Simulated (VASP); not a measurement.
# Ga2As (I4/mmm) in VASP: single point with PBE

Aim: the single point of Ga2As with PBE.

Program: VASP 6.6.1. These are calculated values, not measurements. Logs are shortened: lines on timing, memory, paths and dates and some standing lists are left out, and cuts for length are marked.

## 1. The cell of the first run

It takes space group I4/mmm (No. 139, tetragonal). Conventional cell: a = 4.885 Å, b = 4.885 Å, c = 5.719 Å, α = 90.00°, β = 90.00°, γ = 90.00°. Ga (site symmetry -4m2) has 4 As at 2.83 Å and 6 Ga at 2.86 to 3.45 Å within 3.7 Å. As (site symmetry 4/mmm) has 8 Ga at 2.83 Å within 3.7 Å.

The cell was built from a structure type or drawn by symmetry, and may not be a known phase.

## 2. Single point, PBE

The input, INCAR:

```
SYSTEM = Ga2As
  PREC = Accurate
  ENCUT = 520
  EDIFF = 1E-6
  ISMEAR = 0
  SIGMA = 0.1
  LREAL = .False.
  LASPH = .True.
  NELM = 80
  ALGO = Fast
  ISIF = 2
  LWAVE = .False.
  LCHARG = .False.
  GGA = PE
  NBANDS = 22
```

The input, KPOINTS:

```
Automatic mesh
0
Gamma
  14 14 14
  0 0 0
```

The input, POSCAR:

```
Ga2As
1.0
   -2.4424691936      2.4424691936      2.8596417043
    2.4424691936     -2.4424691936      2.8596417043
    2.4424691936      2.4424691936     -2.8596417043
Ga As
2 1
Direct
    0.7500000000      0.2500000000      0.5000000000
    0.2500000000      0.7500000000      0.5000000000
    0.5000000000      0.5000000000      0.0000000000
```

Potentials or basis: VASP PAW PBE potentials, release 64 (Ga_d, As).

On the command line:

```
$ cat potpaw_PBE.64/Ga_d/POTCAR potpaw_PBE.64/As/POTCAR > POTCAR
$ mpirun -np 1 vasp_std > vasp.out
```

OUTCAR:

```text
SYSTEM = Ga2As
   PREC = Accurate
   ENCUT = 520
   EDIFF = 1E-6
   ISMEAR = 0
   LREAL = .False.
   LASPH = .True.
   NELM = 80
   ISIF = 2
   GGA = PE

 ion  position               nearest neighbor table
   1  0.750  0.250  0.500-   3 2.83   3 2.83   3 2.83   3 2.83   2 2.86   2 2.86
   2  0.250  0.750  0.500-   3 2.83   3 2.83   3 2.83   3 2.83   1 2.86   1 2.86
   3  0.500  0.500  0.000-   2 2.83   1 2.83   1 2.83   2 2.83   1 2.83   2 2.83   2 2.83   1 2.83

  LATTYP: Found a body centered tetragonal cell.
 ALAT       =     4.8849383872
 C/A-ratio  =     1.1707994974

  Lattice vectors:

 A1 = (  -2.4424691936,   2.4424691936,   2.8596417043)
 A2 = (   2.4424691936,  -2.4424691936,   2.8596417043)
 A3 = (   2.4424691936,   2.4424691936,  -2.8596417043)

Analysis of symmetry for initial positions (statically):
=====================================================================
 Subroutine PRICEL returns:
 Original cell was already a primitive cell.

 Routine SETGRP: Setting up the symmetry group for a
 body centered tetragonal supercell.

 Subroutine GETGRP returns: Found 16 space group operations
 (whereof 16 operations were pure point group operations)
 out of a pool of 16 trial point group operations.

The static configuration has the point symmetry D_4h.

Analysis of symmetry for dynamics (positions and initial velocities):
=====================================================================
 Subroutine PRICEL returns:
 Original cell was already a primitive cell.

 Routine SETGRP: Setting up the symmetry group for a
 body centered tetragonal supercell.

 Subroutine GETGRP returns: Found 16 space group operations
 (whereof 16 operations were pure point group operations)
 out of a pool of 16 trial point group operations.

The dynamic configuration has the point symmetry D_4h.

 Subroutine INISYM returns: Found 16 space group operations
 (whereof 16 operations are pure point group operations),
 and found     1 'primitive' translations

----------------------------------------------------------------------------------------

                                     Primitive cell

  volume of cell :      68.2386

  direct lattice vectors                    reciprocal lattice vectors
    -2.442469194  2.442469194  2.859641704     0.000000000  0.204710873  0.174847079
     2.442469194 -2.442469194  2.859641704     0.204710873  0.000000000  0.174847079
     2.442469194  2.442469194 -2.859641704     0.204710873  0.204710873  0.000000000

  length of vectors
     4.484290602  4.484290602  4.484290602     0.269217463  0.269217463  0.289504892

  position of ions in fractional coordinates (direct lattice)
[... 85 lines left out ...]
   IBRION =     -1    ionic relax: 0-MD 1-quasi-New 2-CG
   NFREE  =      0    steps in history (QN), initial steepest desc. (CG)
   ISIF   =      2    stress and relaxation
   ISYM   =      2    0-nonsym 1-usesym 2-fastsym
   POTIM  = 0.5000    time-step for ionic-motion
   TEBEG  =    0.0;   TEEND  =   0.0 temperature during run
   PSTRESS=    0.0 pullay stress
   NELECT =      31.0000    total number of electrons
   NUPDOWN=      -1.0000    fix difference up-down
   EMIN   =  10.00;   EMAX   =-10.00  energy-range for DOS
   EFERMI =   0.00;   METHOD = LEGACY
   ISMEAR =     0;   SIGMA  =   0.10  broadening in eV -4-tet -1-fermi 0-gaus
   EFERMI_NEDOS =   21; number of points for ismear=-14 and -15
   IALGO  =     68    algorithm
   IMIX   =      4    mixing-type and parameters
     AMIX     =   0.40;   BMIX     =  1.00
     AMIX_MAG =   1.60;   BMIX_MAG =  1.00
  volume/ion in A,a.u.               =      22.75       153.50
  Fermi-wavevector in a.u.,A,eV,Ry     =   1.258497  2.378214 21.549102  1.583814
  Thomas-Fermi vector in A             =   2.392103
   LORBIT       =      0    0 simple, 1 ext, 2 COOP (PROOUT), +10 PAW based schemes
   GGA     = PE    functional components
   LHFCALC =     F    Hartree Fock is set to
   AEXX    =    0.0000 exact exchange contribution
   IVDW    =     0    specifies the selected vdW correction
   LEPSILON=     F    determine dielectric tensor
   LRPA    =     F    only Hartree local field effects (RPA)
 non-spin polarized calculation
 RMM-DIIS sequential band-by-band and
 Gauss-broadening in eV      SIGMA  =   0.10
  energy-cutoff  :      520.00
  volume of cell :       68.24
 maximum number of plane-waves:      1856
 NGX is ok and might be reduce to    36
   NGX = 17   NGY = 17   NGZ = 17

 number of electron      31.0000000 magnetization

 Free energy of the ion-electron system (eV)
  ---------------------------------------------------
  ext. energy  EPLUGINS =         0.00000000
  ---------------------------------------------------
  free energy    TOTEN  =       -10.28168351 eV

  energy without entropy =      -10.27510048  energy(sigma->0) =      -10.27839199

 E-fermi :   4.2822     XC(G=0):  -9.8264

 val. band max:        4.2804119341   @ k =  -0.3571   0.1429   0.0000
 cond. band min:       4.2823439931   @ k =  -0.2143  -0.2143   0.2143
 fundamental gap:      0.0019320591
 Fermi energy:         4.2821737466

 k-point     1 :       0.0000    0.0000    0.0000
  band No.  band energies     occupation
      1     -10.7889      2.00000
      2     -10.7104      2.00000
      3     -10.7104      2.00000
      4     -10.6816      2.00000
      5     -10.6566      2.00000
      6     -10.6056      2.00000
[... 589 lines left out ...]
     21      10.2064      0.00000
     22      11.5261      0.00000

 [... further k-points ...]

------------------------ aborting loop because EDIFF is reached ----------------------------------------

  FORCE on cell =-STRESS in cart. coord.  units (eV):
  Direction    XX          YY          ZZ          XY          YZ          ZX
  --------------------------------------------------------------------------------------
  -------------------------------------------------------------------------------------
  Total        0.0442421      0.0442421      0.0351593      0.0000000      0.0000000      0.0000000
  in kB        1.0387623      1.0387623      0.8255070      0.0000000      0.0000000      0.0000000
  external PRESSURE =       0.9676772 kB  Pullay stress =       0.0000000 kB

 VOLUME and BASIS-vectors are now :
 -----------------------------------------------------------------------------
  energy-cutoff  :      520.00
  volume of cell :       68.24
      direct lattice vectors                 reciprocal lattice vectors
    -2.442469194  2.442469194  2.859641704     0.000000000  0.204710873  0.174847079
     2.442469194 -2.442469194  2.859641704     0.204710873  0.000000000  0.174847079
     2.442469194  2.442469194 -2.859641704     0.204710873  0.204710873  0.000000000

 POSITION                                       TOTAL-FORCE (eV/Angst)
 -----------------------------------------------------------------------------------
      0.00000      2.44247      1.42982         0.000000      0.000000     -0.000000
      2.44247      0.00000      1.42982        -0.000000     -0.000000     -0.000000
      0.00000      0.00000      2.85964         0.000000      0.000000      0.000000
 -----------------------------------------------------------------------------------
    total drift:                               -0.000000      0.000000     -0.000000

  FREE ENERGIE OF THE ION-ELECTRON SYSTEM (eV)
  ---------------------------------------------------
  free  energy   TOTEN  =       -10.2816835054 eV

  energy  without entropy=      -10.2751004834  energy(sigma->0) =      -10.27839199
```

stdout:

```text
POSCAR found type information on POSCAR GaAs
 POSCAR found :  2 types and       3 ions
 scaLAPACK will be used
 LDA part: xc-table for (Slater+PW92), standard interpolation
 POSCAR, INCAR and KPOINTS ok, starting setup
 FFT: planning ... GRIDC
 FFT: planning ... GRID_SOFT
 FFT: planning ... GRID
 WAVECAR not read
 entering main loop
```

Run time: 2.5 min. Hardware: 1 thread of Intel Xeon 6975P-C (Granite Rapids), shared host; peak memory 0.46 GiB.

Results:

```
Free energy            : -10.2817 eV
Pressure               : 0.1 GPa
Band gap on the k mesh : zero (an odd number of electrons rules out a gap without spin polarisation)
```

Levels at points of the mesh, in eV from the Fermi level:
| k point | band 14 | band 15 | band 16 | band 17 | band 18 | band 19 |
| --- | --- | --- | --- | --- | --- | --- |
| (0.00, 0.00, 0.00) | -1.87 | -1.29 | -1.07 | -0.56 | 0.95 | 0.95 |
| (0.50, 0.00, 0.00) | -2.97 | -2.11 | 0.72 | 1.72 | 2.01 | 4.36 |
| (0.50, 0.50, 0.00) | -3.37 | -3.24 | -0.45 | 3.13 | 3.77 | 4.03 |
| (0.50, 0.50, 0.50) | -4.35 | -4.35 | -1.52 | 3.71 | 5.61 | 5.61 |
